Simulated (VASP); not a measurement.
# AlNi (r.b) (Pm-3m) in VASP: single point with r2SCAN+rVV10

Aim: the single point of AlNi (r.b) with r2SCAN+rVV10.

Everything below comes from runs of VASP 6.6.1. Logs are shortened: lines on timing, memory, paths and dates and some standing lists are left out, and cuts for length are marked.

## Step 1: The cell of the first run

Symmetry: Pm-3m, No. 221, cubic system. Conventional cell: a = 2.857 Å, b = 2.857 Å, c = 2.857 Å, α = 90.00°, β = 90.00°, γ = 90.00°. Ni (site symmetry m-3m) has 8 Al at 2.47 Å and 6 Ni at 2.86 Å within 3.3 Å. Al (site symmetry m-3m) has 8 Ni at 2.47 Å and 6 Al at 2.86 Å within 3.3 Å.

## Step 2: Single point, r2SCAN+rVV10

File POSCAR:

```
AlNi
1.0
    2.8572926140      0.0000000000      0.0000000000
    0.0000000000      2.8572926140      0.0000000000
    0.0000000000      0.0000000000      2.8572926140
Ni Al
1 1
Direct
    0.0000000000      0.0000000000      0.0000000000
    0.5000000000      0.5000000000      0.5000000000
```

File INCAR.step1:

```
SYSTEM = AlNi
ALGO = Normal
EDIFF = 1E-5
ENCUT = 660
GGA = PE
GGA_COMPAT = .FALSE.
ISMEAR = 0
LASPH = .TRUE.
LCHARG = .FALSE.
LREAL = .FALSE.
LWAVE = .TRUE.
NBANDS = 14
NELM = 120
PREC = Accurate
SIGMA = 0.1
```

File INCAR.step2:

```
SYSTEM = AlNi
ALGO = Normal
BPARAM = 11.95
CPARAM = 0.0093
EDIFF = 1E-6
ENCUT = 660
GGA_COMPAT = .FALSE.
ISIF = 2
ISMEAR = 0
ISTART = 1
IVDW_NL = 2
LASPH = .TRUE.
LCHARG = .TRUE.
LELF = .TRUE.
LMIXTAU = .TRUE.
LREAL = .FALSE.
LUSE_VDW = .TRUE.
LVHAR = .TRUE.
LWAVE = .FALSE.
METAGGA = R2SCAN
NBANDS = 14
NELM = 120
PREC = Accurate
SIGMA = 0.1
```

File KPOINTS:

```
k-points
0
G
  14 14 14
  0 0 0
```

Potentials or basis: VASP PAW PBE potentials, release 64 (Ni, Al).

Run with:

```sh
$ cat potpaw_PBE.64/Ni/POTCAR potpaw_PBE.64/Al/POTCAR > POTCAR
$ cp INCAR.step1 INCAR
$ mpirun -np 1 vasp_std > vasp.out
$ cp INCAR.step2 INCAR
$ mpirun -np 1 vasp_std > vasp.out
```

OUTCAR:

```text
SYSTEM = AlNi
   BPARAM = 11.95
   EDIFF = 1E-6
   ENCUT = 660
   ISIF = 2
   ISMEAR = 0
   ISTART = 1
   IVDW_NL = 2
   LASPH = .TRUE.
   LREAL = .FALSE.
   METAGGA = R2SCAN
   NELM = 120
   PREC = Accurate

 ion  position               nearest neighbor table
   1  0.000  0.000  0.000-   2 2.47   2 2.47   2 2.47   2 2.47   2 2.47   2 2.47   2 2.47   2 2.47

   2  0.500  0.500  0.500-   1 2.47   1 2.47   1 2.47   1 2.47   1 2.47   1 2.47   1 2.47   1 2.47

  LATTYP: Found a simple cubic cell.
 ALAT       =     2.8572926140

  Lattice vectors:

 A1 = (   2.8572926140,   0.0000000000,   0.0000000000)
 A2 = (   0.0000000000,   2.8572926140,   0.0000000000)
 A3 = (   0.0000000000,   0.0000000000,   2.8572926140)

Analysis of symmetry for initial positions (statically):
=====================================================================
 Subroutine PRICEL returns:
 Original cell was already a primitive cell.

 Routine SETGRP: Setting up the symmetry group for a
 simple cubic supercell.

 Subroutine GETGRP returns: Found 48 space group operations
 (whereof 48 operations were pure point group operations)
 out of a pool of 48 trial point group operations.

The static configuration has the point symmetry O_h .

Analysis of symmetry for dynamics (positions and initial velocities):
=====================================================================
 Subroutine PRICEL returns:
 Original cell was already a primitive cell.

 Routine SETGRP: Setting up the symmetry group for a
 simple cubic supercell.

 Subroutine GETGRP returns: Found 48 space group operations
 (whereof 48 operations were pure point group operations)
 out of a pool of 48 trial point group operations.

The dynamic configuration has the point symmetry O_h .

 Subroutine INISYM returns: Found 48 space group operations
 (whereof 48 operations are pure point group operations),
 and found     1 'primitive' translations

----------------------------------------------------------------------------------------

                                     Primitive cell

  volume of cell :      23.3273

  direct lattice vectors                    reciprocal lattice vectors
     2.857292614  0.000000000  0.000000000     0.349981656  0.000000000  0.000000000
     0.000000000  2.857292614  0.000000000     0.000000000  0.349981656  0.000000000
     0.000000000  0.000000000  2.857292614     0.000000000  0.000000000  0.349981656

  length of vectors
     2.857292614  2.857292614  2.857292614     0.349981656  0.349981656  0.349981656

  position of ions in fractional coordinates (direct lattice)
     0.000000000  0.000000000  0.000000000
     0.500000000  0.500000000  0.500000000

  ion indices of the primitive-cell ions
   primitive index   ion index
                 1           1
                 2           2

----------------------------------------------------------------------------------------

 KPOINTS: k-points

Automatic generation of k-mesh.
 Grid dimensions read from file:
 generate k-points for:   14   14   14

 Generating k-lattice:

  Cartesian coordinates                     Fractional coordinates (reciprocal lattice)
     0.024998690  0.000000000  0.000000000     0.071428571  0.000000000  0.000000000
     0.000000000  0.024998690  0.000000000     0.000000000  0.071428571  0.000000000
     0.000000000  0.000000000  0.024998690     0.000000000  0.000000000  0.071428571

  Length of vectors
     0.024998690  0.024998690  0.024998690

  Shift w.r.t. Gamma in fractional coordinates (k-lattice)
     0.000000000  0.000000000  0.000000000

 Subroutine IBZKPT returns following result:
 ===========================================

 Found    120 irreducible k-points:

 Following reciprocal coordinates:
            Coordinates               Weight
  0.000000  0.000000  0.000000      1.000000
  0.071429  0.000000  0.000000      6.000000
  0.142857  0.000000  0.000000      6.000000
  0.214286  0.000000  0.000000      6.000000
  0.285714  0.000000  0.000000      6.000000
  0.357143  0.000000  0.000000      6.000000
[... 16 lines left out ...]
  0.285714  0.214286  0.000000     24.000000
  0.357143  0.214286  0.000000     24.000000
 [... further k-points ...]
   k-points           NKPTS =    120   k-points in BZ     NKDIM =    120   number of bands    NBANDS=     14
   number of dos      NEDOS =    301   number of ions     NIONS =      2
   total plane-waves  NPLWV =  13824
   dimension x,y,z NGX =    24 NGY =   24 NGZ =   24
   dimension x,y,z NGXF=    48 NGYF=   48 NGZF=   48
   ions per type =               1   1
   NGX,Y,Z   is equivalent  to a cutoff of  13.96, 13.96, 13.96 a.u.
   NGXF,Y,Z  is equivalent  to a cutoff of  27.93, 27.93, 27.93 a.u.
 SYSTEM =  AlNi
   PREC   = accura    normal or accurate (medium, high low for compatibility)
   ISTART =      1    job   : 0-new  1-cont  2-samecut
   ICHARG =      0    charge: 1-file 2-atom 10-const
   ISPIN  =      1    spin polarized calculation?
   LNONCOLLINEAR =      F non collinear calculations
   LSORBIT =      F    spin-orbit coupling
   LASPH  =      T    aspherical Exc in radial PAW
   ENCUT  =  660.0 eV  48.51 Ry    6.96 a.u.   5.99  5.99  5.99*2*pi/ulx,y,z
   NELM   =    120;   NELMIN=  2; NELMDL=  0     # of ELM steps
   EDIFF  = 0.1E-05   stopping-criterion for ELM
   LREAL  =      F    real-space projection
   EDIFFG = 0.1E-04   stopping-criterion for IOM
   NSW    =      0    number of steps for IOM
   IBRION =     -1    ionic relax: 0-MD 1-quasi-New 2-CG
   NFREE  =      0    steps in history (QN), initial steepest desc. (CG)
   ISIF   =      2    stress and relaxation
   ISYM   =      2    0-nonsym 1-usesym 2-fastsym
   POTIM  = 0.5000    time-step for ionic-motion
   TEBEG  =    0.0;   TEEND  =   0.0 temperature during run
   PSTRESS=    0.0 pullay stress
   NELECT =      13.0000    total number of electrons
   NUPDOWN=      -1.0000    fix difference up-down
   EMIN   =  10.00;   EMAX   =-10.00  energy-range for DOS
   EFERMI =   0.00;   METHOD = LEGACY
   ISMEAR =     0;   SIGMA  =   0.10  broadening in eV -4-tet -1-fermi 0-gaus
   EFERMI_NEDOS =   21; number of points for ismear=-14 and -15
   IALGO  =     38    algorithm
   IMIX   =      4    mixing-type and parameters
     AMIX     =   0.40;   BMIX     =  1.00
     AMIX_MAG =   1.60;   BMIX_MAG =  1.00
  volume/ion in A,a.u.               =      11.66        78.71
  Fermi-wavevector in a.u.,A,eV,Ry     =   1.347208  2.545853 24.694148  1.814969
  Thomas-Fermi vector in A             =   2.474977
   LORBIT       =      0    0 simple, 1 ext, 2 COOP (PROOUT), +10 PAW based schemes
   METAGGA = R2SCAN    functional components
   LHFCALC =     F    Hartree Fock is set to
   AEXX    =    0.0000 exact exchange contribution
   IVDW_NL    =     2    kernel type
   BPARAM     =11.9500
   IVDW    =     0    specifies the selected vdW correction
   LEPSILON=     F    determine dielectric tensor
   LRPA    =     F    only Hartree local field effects (RPA)
 non-spin polarized calculation
 Gauss-broadening in eV      SIGMA  =   0.10
  energy-cutoff  :      660.00
  volume of cell :       23.33
 maximum number of plane-waves:       919
 NGX is ok and might be reduce to    24
   NGX = 11   NGY = 11   NGZ = 11

 number of electron      13.0000008 magnetization

 Free energy of the ion-electron system (eV)
  ---------------------------------------------------
  ext. energy  EPLUGINS =         0.00000000
  ---------------------------------------------------
  free energy    TOTEN  =       -19.75309386 eV

  energy without entropy =      -19.74800476  energy(sigma->0) =      -19.75054931

 E-fermi :  10.1737     XC(G=0): -13.1608

 val. band max:       10.1523966093   @ k =   0.5000   0.5000   0.2857
 cond. band min:      10.1807874482   @ k =   0.3571   0.2143   0.0714
 fundamental gap:      0.0283908389
 Fermi energy:        10.1736698580

 k-point     1 :       0.0000    0.0000    0.0000
  band No.  band energies     occupation
      1      -1.7055      2.00000
      2       6.7358      2.00000
      3       6.7358      2.00000
      4       8.5509      2.00000
      5       8.5509      2.00000
      6       8.5509      2.00000
      7      16.2016      0.00000
      8      16.2016      0.00000
      9      16.2016      0.00000
     10      18.6786      0.00000
     11      18.6786      0.00000
     12      25.6978      0.00000
     13      32.5298      0.00000
     14      32.5298      0.00000

 k-point     2 :       0.0714    0.0000    0.0000
  band No.  band energies     occupation
      1      -1.6047      2.00000
      2       6.7266      2.00000
      3       6.7605      2.00000
      4       8.5074      2.00000
      5       8.5074      2.00000
      6       8.5555      2.00000
      7      15.1017      0.00000
      8      16.3333      0.00000
      9      16.3333      0.00000
     10      18.6857      0.00000
     11      19.7011      0.00000
     12      26.0270      0.00000
     13      31.4103      0.00000
     14      31.4103      0.00000

 k-point     3 :       0.1429    0.0000    0.0000
  band No.  band energies     occupation
      1      -1.3040      2.00000
      2       6.6735      2.00000
      3       6.8308      2.00000
      4       8.3900      2.00000
      5       8.3900      2.00000
      6       8.5685      2.00000
      7      13.3788      0.00000
      8      16.7163      0.00000
      9      16.7163      0.00000
     10      18.7066      0.00000
     11      21.1577      0.00000
     12      27.0645      0.00000
     13      29.5857      0.00000
     14      29.5857      0.00000

 k-point     4 :       0.2143    0.0000    0.0000
  band No.  band energies     occupation
      1      -0.8080      2.00000
      2       6.4895      2.00000
      3       6.9345      2.00000
      4       8.2303      2.00000
      5       8.2303      2.00000
      6       8.5873      2.00000
      7      11.7966      0.00000
      8      17.3203      0.00000
      9      17.3203      0.00000
     10      18.7401      0.00000
     11      22.3417      0.00000
     12      27.7543      0.00000
     13      27.7543      0.00000
     14      28.7994      0.00000

 k-point     5 :       0.2857    0.0000    0.0000
  band No.  band energies     occupation
      1      -0.1247      2.00000
      2       6.0233      2.00000
      3       7.0530      2.00000
      4       8.0648      2.00000
      5       8.0648      2.00000
      6       8.6082      2.00000
      7      10.6023      0.00000
      8      18.1103      0.00000
      9      18.1103      0.00000
     10      18.7824      0.00000
     11      23.3080      0.00000
[... 276 lines left out ...]
 k-point    22 :       0.2143    0.2143    0.0000
  band No.  band energies     occupation
      1       0.0638      2.00000
      2       6.7675      2.00000
      3       6.7749      2.00000
      4       7.8719      2.00000
      5       8.2385      2.00000
      6       8.3285      2.00000
      7      11.9018      0.00000
      8      13.4211      0.00000
      9      18.3968      0.00000
     10      20.2289      0.00000
     11      23.4040      0.00000
     12      25.8650      0.00000
     13      28.2824      0.00000
     14      28.4034      0.00000

 k-point    23 :       0.2857    0.2143    0.0000
  band No.  band energies     occupation
      1       0.7240      2.00000
      2       6.3724      2.00000
      3       6.9516      2.00000
      4       7.7751      2.00000
      5       8.1149      2.00000
      6       8.3232      2.00000
      7      10.9586      0.00000
      8      13.6090      0.00000
      9      19.1626      0.00000
     10      19.6605      0.00000
     11      22.6807      0.00000
     12      26.6619      0.00000
     13      27.1589      0.00000
     14      28.7753      0.00000

 k-point    24 :       0.3571    0.2143    0.0000
  band No.  band energies     occupation
      1       1.5468      2.00000
      2       5.6506      2.00000
      3       7.1399      2.00000
      4       7.7213      2.00000
      5       7.9852      2.00000
      6       8.3442      2.00000
      7      10.1150      1.59293
      8      14.2624      0.00000
      9      18.5436      0.00000
     10      20.0848      0.00000
     11      22.6708      0.00000
     12      25.1012      0.00000
     13      27.4466      0.00000
     14      29.1403      0.00000

 [... further k-points ...]

------------------------ aborting loop because EDIFF is reached ----------------------------------------

  FORCE on cell =-STRESS in cart. coord.  units (eV):
  Direction    XX          YY          ZZ          XY          YZ          ZX
  --------------------------------------------------------------------------------------
  -------------------------------------------------------------------------------------
  Total       -0.0178646     -0.0178646     -0.0178646     -0.0000000     -0.0000000      0.0000000
  in kB       -1.2269856     -1.2269856     -1.2269856     -0.0000000     -0.0000000      0.0000000
  external PRESSURE =      -1.2269856 kB  Pullay stress =       0.0000000 kB

 VOLUME and BASIS-vectors are now :
 -----------------------------------------------------------------------------
  energy-cutoff  :      660.00
  volume of cell :       23.33
      direct lattice vectors                 reciprocal lattice vectors
     2.857292614  0.000000000  0.000000000     0.349981656  0.000000000  0.000000000
     0.000000000  2.857292614  0.000000000     0.000000000  0.349981656  0.000000000
     0.000000000  0.000000000  2.857292614     0.000000000  0.000000000  0.349981656

 POSITION                                       TOTAL-FORCE (eV/Angst)
 -----------------------------------------------------------------------------------
      0.00000      0.00000      0.00000         0.000000      0.000000      0.000000
      1.42865      1.42865      1.42865         0.000000      0.000000      0.000000
 -----------------------------------------------------------------------------------
    total drift:                                0.000000      0.000000      0.000000

  FREE ENERGIE OF THE ION-ELECTRON SYSTEM (eV)
  ---------------------------------------------------
  free  energy   TOTEN  =       -19.7530938605 eV

  energy  without entropy=      -19.7480047611  energy(sigma->0) =      -19.75054931
```

Wall time 76 s (1 thread of Intel Xeon Platinum 8375C at 2.90GHz (Ice Lake), shared host); peak memory 0.25 GiB.

Results:

```yaml
Free_energy: -19.7531 eV
Pressure: -0.1 GPa
```

Caveat: the PAW data sets were made with another functional, which shifts forces and pressure a little. Spin polarisation is off, so any magnetic state and its effect on volume and gap are missing.
